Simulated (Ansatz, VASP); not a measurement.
**Two plane-wave programs on CaF2**

The input INCAR:

```
ALGO = Normal
EDIFF = 1E-6
ENCUT = 600
GGA = PE
GGA_COMPAT = F
ISIF = 2
ISMEAR = 0
LASPH = T
LCHARG = F
LREAL = F
LWAVE = F
NBANDS = 19
NELM = 120
PREC = Accurate
SIGMA = 0.01
```

File KPOINTS:

```
k-points
0
Gamma
  5 5 5
```

File POSCAR:

```
CaF2
1.0
    0.0000000000      2.7310000000      2.7310000000
    2.7310000000      0.0000000000      2.7310000000
    2.7310000000      2.7310000000      0.0000000000
Ca F
1 2
Direct
    0.0000000000      0.0000000000      0.0000000000
    0.2500000000      0.2500000000      0.2500000000
    0.7500000000      0.7500000000      0.7500000000
```

Input for Ansatz:

```yaml
crystal:
  lattice:
    - [0.0, 2.731, 2.731]
    - [2.731, 0.0, 2.731]
    - [2.731, 2.731, 0.0]
  atoms:
    - { symbol: Ca, position: [0.0, 0.0, 0.0] }
    - { symbol: F, position: [0.25, 0.25, 0.25] }
    - { symbol: F, position: [0.75, 0.75, 0.75] }
kpoints:
  mp_grid:
    grid: [5, 5, 5]
hamiltonian:
  pseudopotentials:
    kind: paw
scf:
  occupations:
    method: fixed
  convergence:
    dr2_threshold: 1.0e-06
output:
  eigenvalues: true
```

Alike in both runs: task single point; functional PBE; k mesh 5 × 5 × 5; no spin polarisation.

|  | VASP | Ansatz |
| --- | --- | --- |
| version | VASP 6.6.1 | Ansatz 0.2.0 |
| potentials or method | VASP PAW PBE potentials, release 64 (Ca_sv, F) | plane waves, PAW |
| plane-wave cutoff (eV) | 600 | 420 |
| occupations | gaussian, width 0.01 eV | fixed |
| valence electrons in the cell | 24 | 24 |

|  | VASP | Ansatz | Ansatz less VASP |
| --- | --- | --- | --- |
| gap on the k mesh at the Fermi level (eV) | 7.34 | 7.36 | +0.020 |
